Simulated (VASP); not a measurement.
Sn, 1 atom in the cell. Symmetry: Im-3m, No. 229, cubic system. The conventional cell has a = 3.839 Å, b = 3.839 Å, c = 3.839 Å, α = 90.00°, β = 90.00°, γ = 90.00°. Within 4.4 Å of Sn (site symmetry m-3m) lie 14 Sn at 3.32 to 3.84 Å. 

```yaml
Program: VASP 6.6.1
Task: single point
Functional: PBEsol
Potentials_or_basis: VASP PAW PBE potentials, release 64 (Sn_d)
Cutoff: 520 eV
k_mesh: 11 × 11 × 11
Occupations: methfessel-paxton, width 0.1 eV
Spin: no spin polarisation
Dipole_correction: no
Further_INCAR_settings: ALGO = Normal; EDIFF = 1e-07; NBANDS = 13
```

Potentials or basis: VASP PAW PBE potentials, release 64 (Sn_d).

The run is started by

```console
$ cat potpaw_PBE.64/Sn_d/POTCAR > POTCAR
$ mpirun -np 1 vasp_std > vasp.out
```

Hardware: 1 thread of Intel Xeon 6975P-C (shared host).

**Question.** How long does it take, and how much memory?

**Answer.** Run time: 14 s on 1 thread of Intel Xeon 6975P-C (shared host), peak memory 0.16 GiB. Counts: scf iterations 11, k points 56.
